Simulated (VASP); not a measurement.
Wanted: the native input for a VASP 6.6.1 run.

* Task: single point
* Functional: LDA
* Potentials or basis: VASP PAW LDA potentials, release 64 (Sn_d, O)
* Cutoff: 520 eV
* k mesh: 10 × 10 × 8
* Occupations: gaussian, width 0.15 eV
* Spin: no spin polarisation
* Dipole correction: no
* Further INCAR settings: ALGO = Normal; EDIFF = 1e-06; NBANDS = 28

The structure of SnO lies in POSCAR:

```
SnO
1.0
    3.8548000000      0.0000000000      0.0000000000
    0.0000000000      3.8548000000      0.0000000000
    0.0000000000      0.0000000000      4.8415000000
Sn O
2 2
Direct
    0.0000000000      0.5000000000      0.2457459271
    0.5000000000      0.0000000000      0.7542540729
    0.0000000000      0.0000000000      0.0000000000
    0.5000000000      0.5000000000      0.0000000000
```

One way to write it, as run:

INCAR

```
PREC = Accurate ; ENCUT = 520
EDIFF = 1E-6 ; ISMEAR = 0
SIGMA = 0.15 ; LREAL = F
LASPH = T ; NELM = 60
ALGO = Normal ; ISIF = 2
LWAVE = F ; LCHARG = F
GGA = CA ; NBANDS = 28
```

KPOINTS

```
Automatic mesh
0
Gamma
  10 10 8
```

Potentials or basis: VASP PAW LDA potentials, release 64 (Sn_d, O).

Launch:

```console
$ cat potpaw_LDA.64/Sn_d/POTCAR potpaw_LDA.64/O/POTCAR > POTCAR
$ mpirun -np 1 vasp_std > vasp.out
```

Results of the run:

| Quantity | Value |
| --- | --- |
| Pressure | -7.1 GPa |
| Largest force | 1.056 eV/Å |

Caveat: forces of over 1 eV/Å act on the atoms, so gaps and moduli don't describe the material at rest.

It took 67 s on 1 thread of Intel(R) Xeon(R) 6975P-C (Granite Rapids), on a shared host, peak memory 0.27 GiB.
